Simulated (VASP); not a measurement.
# Mg (P6_3/mmc) in VASP: a series of runs

The runs below take Mg through single point, relaxation of cell and atoms, with PBE.

Program: VASP 6.6.1. These are calculated values, not measurements. Logs are shortened: lines on timing, memory, paths and dates and some standing lists are left out, and cuts for length are marked.

## (1) The cell of the first run

It takes space group P6_3/mmc (No. 194, hexagonal). The conventional cell has a = 2.882 Å, b = 2.882 Å, c = 4.705 Å, α = 90.00°, β = 90.00°, γ = 120.00°. Within 3.8 Å of Mg (site symmetry -6m2) lie 12 Mg at 2.88 Å.

## (2) Single point, PBE

INCAR reads:

```
PREC = Accurate
ENCUT = 600
EDIFF = 1E-6
ISMEAR = 1
SIGMA = 0.1
LREAL = F
LASPH = T
NELM = 120
ALGO = Normal
ISIF = 2
LWAVE = F
LCHARG = T
GGA = PE
LELF = T
LVHAR = T
NBANDS = 9
GGA_COMPAT = F
```

KPOINTS reads:

```
Automatic mesh
0
Gamma
  9 9 5
```

POSCAR reads:

```
Mg
1.0
    2.8824243518      0.0000000000      0.0000000000
   -1.4412121759      2.4962527131      0.0000000000
    0.0000000000      0.0000000000      4.7045997326
Mg
2
Direct
    0.3333333333      0.6666666667      0.2500000000
    0.6666666667      0.3333333333      0.7500000000
```

Potentials or basis: VASP PAW PBE potentials, release 64 (Mg).

Launch:

```console
$ cat potpaw_PBE.64/Mg/POTCAR > POTCAR
$ mpirun -np 1 vasp_std > vasp.out
```

OUTCAR:

```text
PREC = Accurate
   ENCUT = 600
   EDIFF = 1E-6
   ISMEAR = 1
   LREAL = F
   LASPH = T
   NELM = 120
   ISIF = 2
   GGA = PE

 ion  position               nearest neighbor table
   1  0.333  0.667  0.250-   2 2.88   2 2.88   2 2.88   2 2.88   2 2.88   2 2.88
   2  0.667  0.333  0.750-   1 2.88   1 2.88   1 2.88   1 2.88   1 2.88   1 2.88

  LATTYP: Found a hexagonal cell.
 ALAT       =     2.8824243518
 C/A-ratio  =     1.6321676334

  Lattice vectors:

 A1 = (   2.8824243518,   0.0000000000,   0.0000000000)
 A2 = (  -1.4412121759,   2.4962527131,   0.0000000000)
 A3 = (   0.0000000000,   0.0000000000,   4.7045997326)

Analysis of symmetry for initial positions (statically):
=====================================================================
 Subroutine PRICEL returns:
 Original cell was already a primitive cell.

 Routine SETGRP: Setting up the symmetry group for a
 hexagonal supercell.

 Subroutine GETGRP returns: Found 24 space group operations
 (whereof 12 operations were pure point group operations)
 out of a pool of 24 trial point group operations.

The static configuration has the point symmetry D_3d.
 The point group associated with its full space group is D_6h.

Analysis of symmetry for dynamics (positions and initial velocities):
=====================================================================
 Subroutine PRICEL returns:
 Original cell was already a primitive cell.

 Routine SETGRP: Setting up the symmetry group for a
 hexagonal supercell.

 Subroutine GETGRP returns: Found 24 space group operations
 (whereof 12 operations were pure point group operations)
 out of a pool of 24 trial point group operations.

The dynamic configuration has the point symmetry D_3d.
 The point group associated with its full space group is D_6h.

 Subroutine INISYM returns: Found 24 space group operations
 (whereof 12 operations are pure point group operations),
 and found     1 'primitive' translations

----------------------------------------------------------------------------------------

                                     Primitive cell

  volume of cell :      33.8508

  direct lattice vectors                    reciprocal lattice vectors
     2.882424352  0.000000000  0.000000000     0.346930180  0.200300233  0.000000000
    -1.441212176  2.496252713  0.000000000     0.000000000  0.400600466  0.000000000
     0.000000000  0.000000000  4.704599733     0.000000000  0.000000000  0.212557934

  length of vectors
     2.882424352  2.882424352  4.704599733     0.400600466  0.400600466  0.212557934

  position of ions in fractional coordinates (direct lattice)
     0.333333333  0.666666667  0.250000000
     0.666666667  0.333333333  0.750000000

  ion indices of the primitive-cell ions
   primitive index   ion index
                 1           1
                 2           2

----------------------------------------------------------------------------------------

 KPOINTS: Automatic mesh

Automatic generation of k-mesh.
 Grid dimensions read from file:
 generate k-points for:    9    9    5

 Generating k-lattice:

  Cartesian coordinates                     Fractional coordinates (reciprocal lattice)
     0.038547798  0.022255581  0.000000000     0.111111111 -0.000000000  0.000000000
     0.000000000  0.044511163  0.000000000     0.000000000  0.111111111  0.000000000
     0.000000000  0.000000000  0.042511587     0.000000000  0.000000000  0.200000000

  Length of vectors
     0.044511163  0.044511163  0.042511587

  Shift w.r.t. Gamma in fractional coordinates (k-lattice)
     0.000000000  0.000000000  0.000000000

 Subroutine IBZKPT returns following result:
 ===========================================

 Found     36 irreducible k-points:

 Following reciprocal coordinates:
            Coordinates               Weight
  0.000000  0.000000  0.000000      1.000000
  0.111111  0.000000  0.000000      6.000000
  0.222222  0.000000  0.000000      6.000000
  0.333333  0.000000  0.000000      6.000000
  0.444444  0.000000  0.000000      6.000000
  0.111111  0.111111  0.000000      6.000000
[... 16 lines left out ...]
  0.333333  0.222222  0.200000     24.000000
  0.333333  0.333333  0.200000      4.000000
 [... further k-points ...]
   k-points           NKPTS =     36   k-points in BZ     NKDIM =     36   number of bands    NBANDS=      9
   number of dos      NEDOS =    301   number of ions     NIONS =      2
   total plane-waves  NPLWV =  23040
   dimension x,y,z NGX =    24 NGY =   24 NGZ =   40
   dimension x,y,z NGXF=    48 NGYF=   48 NGZF=   80
   ions per type =               2
   NGX,Y,Z   is equivalent  to a cutoff of  13.84, 13.84, 14.13 a.u.
   NGXF,Y,Z  is equivalent  to a cutoff of  27.68, 27.68, 28.27 a.u.
 SYSTEM =  unknown system
   PREC   = accura    normal or accurate (medium, high low for compatibility)
   ISTART =      0    job   : 0-new  1-cont  2-samecut
   ICHARG =      2    charge: 1-file 2-atom 10-const
   ISPIN  =      1    spin polarized calculation?
   LNONCOLLINEAR =      F non collinear calculations
   LSORBIT =      F    spin-orbit coupling
   LASPH  =      T    aspherical Exc in radial PAW
   ENCUT  =  600.0 eV  44.10 Ry    6.64 a.u.   5.76  5.76  9.40*2*pi/ulx,y,z
   NELM   =    120;   NELMIN=  2; NELMDL= -5     # of ELM steps
   EDIFF  = 0.1E-05   stopping-criterion for ELM
   LREAL  =      F    real-space projection
   EDIFFG = 0.1E-04   stopping-criterion for IOM
   NSW    =      0    number of steps for IOM
   IBRION =     -1    ionic relax: 0-MD 1-quasi-New 2-CG
   NFREE  =      0    steps in history (QN), initial steepest desc. (CG)
   ISIF   =      2    stress and relaxation
   ISYM   =      2    0-nonsym 1-usesym 2-fastsym
   POTIM  = 0.5000    time-step for ionic-motion
   TEBEG  =    0.0;   TEEND  =   0.0 temperature during run
   PSTRESS=    0.0 pullay stress
   NELECT =       4.0000    total number of electrons
   NUPDOWN=      -1.0000    fix difference up-down
   EMIN   =  10.00;   EMAX   =-10.00  energy-range for DOS
   EFERMI =   0.00;   METHOD = LEGACY
   ISMEAR =     1;   SIGMA  =   0.10  broadening in eV -4-tet -1-fermi 0-gaus
   EFERMI_NEDOS =   21; number of points for ismear=-14 and -15
   IALGO  =     38    algorithm
   IMIX   =      4    mixing-type and parameters
     AMIX     =   0.40;   BMIX     =  1.00
     AMIX_MAG =   1.60;   BMIX_MAG =  1.00
  volume/ion in A,a.u.               =      16.93       114.22
  Fermi-wavevector in a.u.,A,eV,Ry     =   0.803351  1.518112  8.780821  0.645372
  Thomas-Fermi vector in A             =   1.911201
   LORBIT       =      0    0 simple, 1 ext, 2 COOP (PROOUT), +10 PAW based schemes
   GGA     = PE    functional components
   LHFCALC =     F    Hartree Fock is set to
   AEXX    =    0.0000 exact exchange contribution
   IVDW    =     0    specifies the selected vdW correction
   LEPSILON=     F    determine dielectric tensor
   LRPA    =     F    only Hartree local field effects (RPA)
 non-spin polarized calculation
 Methfessel and Paxton  Order N= 1 SIGMA  =   0.10
  energy-cutoff  :      600.00
  volume of cell :       33.85
 maximum number of plane-waves:      1140
 NGX is ok and might be reduce to    24
   NGX = 11   NGY = 11   NGZ = 19

 number of electron       4.0000000 magnetization

 Free energy of the ion-electron system (eV)
  ---------------------------------------------------
  ext. energy  EPLUGINS =         0.00000000
  ---------------------------------------------------
  free energy    TOTEN  =        -2.42966839 eV

  energy without entropy =       -2.42889794  energy(sigma->0) =       -2.42941157

 E-fermi :   4.4392     XC(G=0):  -9.4893

 val. band max:        4.4164502030   @ k =   0.3333   0.3333   0.4000
 cond. band min:       4.4790092566   @ k =   0.4444   0.0000   0.4000
 fundamental gap:      0.0625590536
 Fermi energy:         4.4392246653

 k-point     1 :       0.0000    0.0000    0.0000
  band No.  band energies     occupation
      1      -3.9064      2.00000
      2       2.2086      2.00000
      3       3.1617      2.00000
      4      17.3211      0.00000
      5      17.3211      0.00000
      6      18.1279      0.00000
      7      18.1279      0.00000
      8      18.1290      0.00000
      9      20.9708      0.00000

 k-point     2 :       0.1111    0.0000    0.0000
  band No.  band energies     occupation
      1      -3.6072      2.00000
      2       2.4701      2.00000
      3       3.4423      2.00000
      4      13.8446      0.00000
      5      15.9108      0.00000
      6      16.5136      0.00000
      7      19.1918      0.00000
      8      19.3260      0.00000
      9      19.7175      0.00000

 k-point     3 :       0.2222    0.0000    0.0000
  band No.  band energies     occupation
      1      -2.7172      2.00000
      2       3.2572      2.00000
      3       4.2422      2.01757
      4      10.0384      0.00000
      5      14.2561      0.00000
      6      14.5777      0.00000
      7      15.2895      0.00000
      8      18.3780      0.00000
      9      19.2292      0.00000

 k-point     4 :       0.3333    0.0000    0.0000
  band No.  band energies     occupation
      1      -1.2592      2.00000
      2       4.5759     -0.06581
      3       5.1017     -0.00000
      4       7.0836      0.00000
      5      11.8009      0.00000
      6      12.0192      0.00000
      7      13.6815      0.00000
      8      16.6657      0.00000
      9      18.0940      0.00000
[... 205 lines left out ...]
 k-point    22 :       0.2222    0.2222    0.2000
  band No.  band energies     occupation
      1      -0.1408      2.00000
      2       3.5713      2.00000
      3       7.0420      0.00000
      4       7.1079      0.00000
      5       9.3885      0.00000
      6      11.3730      0.00000
      7      11.6057      0.00000
      8      16.1125      0.00000
      9      17.1166      0.00000

 k-point    23 :       0.3333    0.2222    0.2000
  band No.  band energies     occupation
      1       1.8024      2.00000
      2       4.1250      2.00008
      3       5.5249     -0.00000
      4       6.7363      0.00000
      5       8.3725      0.00000
      6      10.3547      0.00000
      7      11.6314      0.00000
      8      13.9358      0.00000
      9      16.3445      0.00000

 k-point    24 :       0.3333    0.3333    0.2000
  band No.  band energies     occupation
      1       3.6841      2.00000
      2       4.0542      2.00000
      3       4.0542      2.00000
      4       7.3610      0.00000
      5       8.3319      0.00000
      6       8.3319      0.00000
      7      12.3179      0.00000
      8      14.2444      0.00000
      9      14.2444      0.00000

 [... further k-points ...]
[... 5 lines left out ...]
  --------------------------------------------------------------------------------------
  -------------------------------------------------------------------------------------
  Total        4.2360310      4.2360310      4.2113717      0.0000000      0.0000000      0.0000000
  in kB      200.4936243    200.4936243    199.3264870      0.0000000      0.0000000      0.0000000
  external PRESSURE =     200.1045785 kB  Pullay stress =       0.0000000 kB

 VOLUME and BASIS-vectors are now :
 -----------------------------------------------------------------------------
  energy-cutoff  :      600.00
  volume of cell :       33.85
      direct lattice vectors                 reciprocal lattice vectors
     2.882424352  0.000000000  0.000000000     0.346930180  0.200300233  0.000000000
    -1.441212176  2.496252713  0.000000000     0.000000000  0.400600466  0.000000000
     0.000000000  0.000000000  4.704599733     0.000000000  0.000000000  0.212557934

 POSITION                                       TOTAL-FORCE (eV/Angst)
 -----------------------------------------------------------------------------------
     -0.00000      1.66417      1.17615         0.000000      0.000000      0.000000
      1.44121      0.83208      3.52845         0.000000     -0.000000      0.000000
 -----------------------------------------------------------------------------------
    total drift:                                0.000000     -0.000000      0.000000

  FREE ENERGIE OF THE ION-ELECTRON SYSTEM (eV)
  ---------------------------------------------------
  free  energy   TOTEN  =        -2.4296683897 eV

  energy  without entropy=       -2.4288979437  energy(sigma->0) =       -2.42941157
```

Wall time 5 s (1 thread of Intel Xeon 6975P-C (Granite Rapids), shared host); peak memory 0.16 GiB.

What came out:

```yaml
Free_energy: -2.4297 eV
Pressure: 20.0 GPa
Band_gap_on_the_k_mesh: zero (band 2 reaches 5.37 eV, above the bottom of band 3 at 3.16 eV)
```

(Part 1 of 2 ends here.)
